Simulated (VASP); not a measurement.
# Be (Fd-3m) in VASP: notebook, part 2 of 2

VASP 6.6.1. The steps go on from the part before.

**4. Relaxation of cell and atoms, PBEsol, target pressure 20 GPa, at which the enthalpy is minimised**

This run uses another cell than the first one, of 10.50 Å³/atom.

INCAR reads:

```
PREC     = Accurate       # precision mode
ENCUT    = 600            # plane-wave cutoff, eV
EDIFF    = 1E-7           # SCF threshold, eV
ISMEAR   = 1              # smearing method
SIGMA    = 0.05           # smearing width, eV
LREAL    = F              # projectors in reciprocal space
LASPH    = T              # aspherical terms in the spheres
NELM     = 120            # most SCF steps
ALGO     = Normal         # electronic algorithm
ISIF     = 3              # what is computed and relaxed
LWAVE    = F              # write WAVECAR
LCHARG   = F              # write CHGCAR
GGA      = PS             # functional
IBRION   = 2              # ionic algorithm
NSW      = 80             # ionic steps
EDIFFG   = -0.03          # ionic threshold
PSTRESS  = 200.0        
GGA_COMPAT= F            
NELMIN   = 4
```

KPOINTS reads:

```
regular mesh
0
Gamma
  8 8 8
```

POSCAR reads:

```
Be
1.0
    0.0000000000      2.1900000000      2.1900000000
    2.1900000000      0.0000000000      2.1900000000
    2.1900000000      2.1900000000      0.0000000000
Be
2
Direct
    1.0000000000      1.0000000000      1.0000000000
    0.2500000000      0.2500000000      0.2500000000
```

Potentials or basis: VASP PAW PBE potentials, release 64 (Be).

Started as:

```console
$ cat potpaw_PBE.64/Be/POTCAR > POTCAR
$ mpirun -np 1 vasp_std > vasp.out
```

OUTCAR:

```text
PREC = Accurate
   ENCUT = 600
   EDIFF = 1E-7
   ISMEAR = 1
   LREAL = F
   LASPH = T
   NELM = 120
   ISIF = 3
   GGA = PS
   IBRION = 2
   NSW = 80
   EDIFFG = -0.03
   PSTRESS = 200.0
   NELMIN = 4

 ion  position               nearest neighbor table
   1  0.000  0.000  0.000-   2 1.90   2 1.90   2 1.90   2 1.90
   2  0.250  0.250  0.250-   1 1.90   1 1.90   1 1.90   1 1.90

  LATTYP: Found a face centered cubic cell.
 ALAT       =     4.3800000000

  Lattice vectors:
[... 457 lines left out ...]

  FORCE on cell =-STRESS in cart. coord.  units (eV):
  Direction    XX          YY          ZZ          XY          YZ          ZX
  --------------------------------------------------------------------------------------
  -------------------------------------------------------------------------------------
  Total        2.7062858      2.7062858      2.7062858      0.0000000      0.0000000      0.0000000
  in kB      196.9329010    196.9329010    196.9329010      0.0000000      0.0000000      0.0000000
  external PRESSURE =      -3.0670990 kB  Pullay stress =     200.0000000 kB

 VOLUME and BASIS-vectors are now :
 -----------------------------------------------------------------------------
  energy-cutoff  :      600.00
  volume of cell :       22.02
      direct lattice vectors                 reciprocal lattice vectors
     0.000000000  2.224566149  2.224566149    -0.224762927  0.224762927  0.224762927
     2.224566149 -0.000000000  2.224566149     0.224762927 -0.224762927  0.224762927
     2.224566149  2.224566149 -0.000000000     0.224762927  0.224762927 -0.224762927

 POSITION                                       TOTAL-FORCE (eV/Angst)
 -----------------------------------------------------------------------------------
      2.22457     -0.00000      2.22457        -0.000000      0.000000     -0.000000
      1.11228      1.11228      1.11228         0.000000     -0.000000      0.000000
 -----------------------------------------------------------------------------------
    total drift:                                0.000000      0.000000     -0.000000

  FREE ENERGIE OF THE ION-ELECTRON SYSTEM (eV)
  ---------------------------------------------------
  free  energy   TOTEN  =        -4.2543130928 eV

  energy  without entropy=       -4.2537723256  energy(sigma->0) =       -4.25413284

  enthalpy is  TOTEN    =        -1.5058786534 eV   P V=        2.7484344394

 reached required accuracy - stopping structural energy minimisation
```

CONTCAR:

```text
Be
   1.00000000000000
     0.0000000000000000    2.2245661489370412    2.2245661489370412
     2.2245661489370412   -0.0000000000000000    2.2245661489370412
     2.2245661489370412    2.2245661489370412   -0.0000000000000000
  Be
     2
Direct
     0.0000000000000000    1.0000000000000000    0.0000000000000000
     0.2500000000000000    0.2500000000000000    0.2500000000000000

  0.00000000E+00  0.00000000E+00  0.00000000E+00
  0.00000000E+00  0.00000000E+00  0.00000000E+00
```

Run time: 4.2 s. Hardware: 1 thread of Intel Xeon 6975P-C (Granite Rapids), shared host; peak memory 0.14 GiB.

What came out:

```
Free energy                                                : -4.2543 eV
Relaxed volume                                             : 11.01 Å³/atom
Relaxed cell                                               : a = 3.146 Å, b = 3.146 Å, c = 3.146 Å, α = 60.00°, β = 60.00°, γ = 60.00°
Space group after relaxing (to 0.1 Å)                      : Fd-3m (No. 227)
Energy change on relaxing (the run minimises the enthalpy) : -70.2 meV/atom
Ionic steps                                                : 2
Pressure after relaxing                                    : 19.7 GPa
Band gap on the k mesh                                     : zero (bands 2 and 3 overlap by 7.85 eV)
```

Step by step:
```
step  energy change (eV)  largest force (eV/Å)  pressure (GPa)  volume (Å³)
   1              0.0000                0.0000           24.99        21.01
   2             -0.1404                0.0000           19.69        22.02
```

Final structure:
```cif
data_structure
_symmetry_space_group_name_H-M 'P 1'
_symmetry_Int_Tables_number 1
_cell_length_a 3.1460
_cell_length_b 3.1460
_cell_length_c 3.1460
_cell_angle_alpha 60.000
_cell_angle_beta 60.000
_cell_angle_gamma 60.000
_cell_volume 22.02
loop_
_atom_site_label
_atom_site_type_symbol
_atom_site_fract_x
_atom_site_fract_y
_atom_site_fract_z
_atom_site_occupancy
Be1 Be 0.00000 0.00000 0.00000 1
Be2 Be 0.25000 0.25000 0.25000 1
```

Levels at points of the mesh, in eV from the Fermi level:
```
           k point  band 1  band 2  band 3  band 4  band 5  band 6
(0.00, 0.00, 0.00)   -8.67    5.73    5.73    5.73    8.52    8.52
(0.50, 0.00, 0.00)   -4.69   -3.95    3.54    3.54    9.72    9.72
(0.50, 0.50, 0.00)   -2.84   -2.84    0.58    0.58    7.33    7.33
```

Caveat: the cell is relaxed towards a set pressure, so the run minimises the enthalpy, not the energy; the PAW data sets were made with another functional, which shifts forces and pressure a little.

**5. Relaxation of cell and atoms, PBEsol, target pressure 40 GPa, at which the enthalpy is minimised**

This run uses another cell than the first one, of 10.50 Å³/atom.

INCAR reads:

```
SYSTEM = Be
PREC = Accurate
ENCUT = 600
EDIFF = 1E-7
ISMEAR = 1
SIGMA = 0.05
LREAL = .False.
LASPH = .True.
NELM = 120
ALGO = Normal
ISIF = 3
LWAVE = .False.
LCHARG = .False.
GGA = PS
IBRION = 2
NSW = 80
EDIFFG = -0.03
PSTRESS = 400.0
GGA_COMPAT = .False.
NELMIN = 4
```

KPOINTS reads:

```
Automatic mesh
0
Gamma
  8 8 8
  0 0 0
```

POSCAR is that of step 4.

Potentials or basis: VASP PAW PBE potentials, release 64 (Be).

Started as:

```console
$ cat potpaw_PBE.64/Be/POTCAR > POTCAR
$ mpirun -np 1 vasp_std > vasp.out
```

OUTCAR:

```text
SYSTEM = Be
   PREC = Accurate
   ENCUT = 600
   EDIFF = 1E-7
   ISMEAR = 1
   LREAL = .False.
   LASPH = .True.
   NELM = 120
   ISIF = 3
   GGA = PS
   IBRION = 2
   NSW = 80
   EDIFFG = -0.03
   PSTRESS = 400.0
   NELMIN = 4

 ion  position               nearest neighbor table
   1  0.000  0.000  0.000-   2 1.90   2 1.90   2 1.90   2 1.90
   2  0.250  0.250  0.250-   1 1.90   1 1.90   1 1.90   1 1.90

  LATTYP: Found a face centered cubic cell.
 ALAT       =     4.3800000000

  Lattice vectors:

 A1 = (   0.0000000000,   2.1900000000,   2.1900000000)
 A2 = (   2.1900000000,   0.0000000000,   2.1900000000)
 A3 = (   2.1900000000,   2.1900000000,   0.0000000000)

Analysis of symmetry for initial positions (statically):
=====================================================================
 Subroutine PRICEL returns:
 Original cell was already a primitive cell.

 Routine SETGRP: Setting up the symmetry group for a
[... 212 lines left out ...]
 E-fermi :   5.0425     XC(G=0): -10.0692

 val. band max:        4.8087589613   @ k =  -0.2500   0.2500   0.0000
 cond. band min:       5.0438142400   @ k =  -0.3750   0.2500   0.0000
 fundamental gap:      0.2350552787
 Fermi energy:         5.0424897658

 k-point     1 :       0.0000    0.0000    0.0000
  band No.  band energies     occupation
      1      -4.6401      2.00000
      2      11.5382      0.00000
      3      11.5382      0.00000
      4      11.5382      0.00000
      5      14.5225      0.00000
      6      14.5225      0.00000
[... 244 lines left out ...]
--------------------------------------- Ionic step        3  -------------------------------------------

 number of electron       4.0000000 magnetization

 Free energy of the ion-electron system (eV)
  ---------------------------------------------------
  ext. energy  EPLUGINS =         0.00000000
  ---------------------------------------------------
  free energy    TOTEN  =        -3.68512075 eV

  energy without entropy =       -3.68504724  energy(sigma->0) =       -3.68509625

 E-fermi :   4.7384     XC(G=0):  -9.9452

 val. band max:        4.7379603970   @ k =  -0.3750   0.2500   0.0000
 cond. band min:       4.7832627247   @ k =   0.5000   0.3750   0.1250
 fundamental gap:      0.0453023277
 Fermi energy:         4.7384424450

 k-point     1 :       0.0000    0.0000    0.0000
  band No.  band energies     occupation
      1      -4.7391      2.00000
      2      11.0742      0.00000
      3      11.0742      0.00000
      4      11.0742      0.00000
      5      14.0189      0.00000
      6      14.0189      0.00000
[... 240 lines left out ...]
  energy  without entropy=       -3.6850472431  energy(sigma->0) =       -3.68509625

  enthalpy is  TOTEN    =         1.0238261026 eV   P V=        4.7089468524

 reached required accuracy - stopping structural energy minimisation
```

CONTCAR:

```text
Be
   1.00000000000000
     0.0000000000000000    2.1127500860528308    2.1127500860528308
     2.1127500860528308   -0.0000000000000000    2.1127500860528308
     2.1127500860528308    2.1127500860528308   -0.0000000000000000
  Be
     2
Direct
     0.0000000000000000    0.0000000000000000    0.0000000000000000
     0.2500000000000000    0.2500000000000000    0.2500000000000000

  0.00000000E+00  0.00000000E+00  0.00000000E+00
  0.00000000E+00  0.00000000E+00  0.00000000E+00
```

Wall time 5.6 s (1 thread of Intel Xeon 6975P-C (Granite Rapids), shared host); peak memory 0.15 GiB.

What came out:

| Item | Value |
| --- | --- |
| Free energy | -3.6851 eV |
| Relaxed volume | 9.43 Å³/atom |
| Relaxed cell | a = 2.988 Å, b = 2.988 Å, c = 2.988 Å, α = 60.00°, β = 60.00°, γ = 60.00° |
| Space group after relaxing (to 0.1 Å) | Fd-3m (No. 227) |
| Energy change on relaxing (the run minimises the enthalpy) | +214.4 meV/atom |
| Ionic steps | 3 |
| Pressure after relaxing | 40.0 GPa |
| Band gap on the k mesh | zero (bands 2 and 3 overlap by 8.42 eV) |

Step by step:
| step | energy change (eV) | largest force (eV/Å) | pressure (GPa) | volume (Å³) |
| --- | --- | --- | --- | --- |
| 1 | 0.0000 | 0.0000 | 24.99 | 21.01 |
| 2 | 0.6192 | 0.0000 | 46.47 | 18.16 |
| 3 | 0.4288 | 0.0000 | 40.05 | 18.86 |

Final structure:
```
CELL_PARAMETERS angstrom
0.00000 2.11275 2.11275
2.11275 0.00000 2.11275
2.11275 2.11275 0.00000
ATOMIC_POSITIONS crystal
Be 0.00000 0.00000 0.00000
Be 0.25000 0.25000 0.25000
```

Caveat: the cell is relaxed towards a set pressure, so the run minimises the enthalpy, not the energy; the PAW data sets were made with another functional, which shifts forces and pressure a little.

**6. Relaxation of cell and atoms, PBEsol, target pressure 60 GPa, at which the enthalpy is minimised**

This run uses another cell than the first one, of 10.50 Å³/atom.

INCAR reads:

```
PREC = Accurate
ENCUT = 600
EDIFF = 1E-7
ISMEAR = 1
SIGMA = 0.05
LREAL = F
LASPH = T
NELM = 120
ALGO = Normal
ISIF = 3
LWAVE = F
LCHARG = F
GGA = PS
IBRION = 2
NSW = 80
EDIFFG = -0.03
PSTRESS = 600.0
GGA_COMPAT = F
NELMIN = 4
```

KPOINTS reads:

```
Automatic mesh
0
Gamma
  8 8 8
```

POSCAR is that of step 5.

Potentials or basis: VASP PAW PBE potentials, release 64 (Be).

Started as:

```console
$ cat potpaw_PBE.64/Be/POTCAR > POTCAR
$ mpirun -np 1 vasp_std > vasp.out
```

It took 6 s on 1 thread of Intel Xeon 6975P-C (Granite Rapids), shared host; peak memory 0.15 GiB.

Results (log left out):

- Free energy: -3.0950 eV
- Relaxed volume: 8.47 Å³/atom
- Relaxed cell: a = 2.883 Å, b = 2.883 Å, c = 2.883 Å, α = 60.00°, β = 60.00°, γ = 60.00°
- Space group after relaxing (to 0.1 Å): Fd-3m (No. 227)
- Energy change on relaxing (the run minimises the enthalpy): +509.5 meV/atom
- Ionic steps: 3
- Pressure after relaxing: 59.6 GPa
- Band gap on the k mesh: zero (bands 2 and 3 overlap by 8.82 eV)

The path:
```csv
step,energy change (eV),largest force (eV/Å),pressure (GPa),volume (Å³)
1,0.0000,0.0000,24.99,21.01
2,2.0362,0.0000,93.47,14.77
3,1.0189,0.0000,59.64,16.94
```

Final structure:
```
Be
1.0
     0.00000    2.03852    2.03852
     2.03852    0.00000    2.03852
     2.03852    2.03852    0.00000
Be
2
Direct
  0.00000 0.00000 0.00000
  0.25000 0.25000 0.25000
```

Levels at points of the mesh, in eV from the Fermi level:
```
           k point  band 1  band 2  band 3  band 4  band 5
(0.00, 0.00, 0.00)  -10.05    6.81    6.81    6.81    9.86
(0.50, 0.00, 0.00)   -5.97   -4.10    4.12    4.12   11.08
(0.50, 0.50, 0.00)   -3.33   -3.33    0.41    0.41    8.74
```

Caveat: the cell is relaxed towards a set pressure, so the run minimises the enthalpy, not the energy; the volume moved by over 15 % at a fixed basis, so the end points are rough; the PAW data sets were made with another functional, which shifts forces and pressure a little.

**7. Summary**

```tsv
task	cell	gap on the mesh (eV)	pressure (GPa)
single point	a = 3.449 Å, angles 60.0°, 2 atoms	none	0.1
relaxation of cell and atoms	relaxed from a = 3.097 Å, angles 60.0°, 2 atoms	none	-0.1
relaxation of cell and atoms	relaxed to 20 GPa from a = 3.097 Å, angles 60.0°, 2 atoms	none	19.7
relaxation of cell and atoms	relaxed to 40 GPa from a = 3.097 Å, angles 60.0°, 2 atoms	none	40.0
relaxation of cell and atoms	relaxed to 60 GPa from a = 3.097 Å, angles 60.0°, 2 atoms	none	59.6
```

Alike in all rows: level PBEsol; potentials or basis VASP PAW PBE potentials, release 64 (Be); no spin polarisation; k mesh 8 × 8 × 8; cutoff (eV) 600; smearing methfessel-paxton 0.05 eV.

Caveats: the PAW data sets were made with another functional, which shifts forces and pressure a little; the cell is relaxed towards a set pressure, so the run minimises the enthalpy, not the energy (at least some runs); the volume moved by over 15 % at a fixed basis, so the end points are rough (at least some runs).

Total energies depend on the potentials used, so only differences within one code and one set of settings carry meaning.
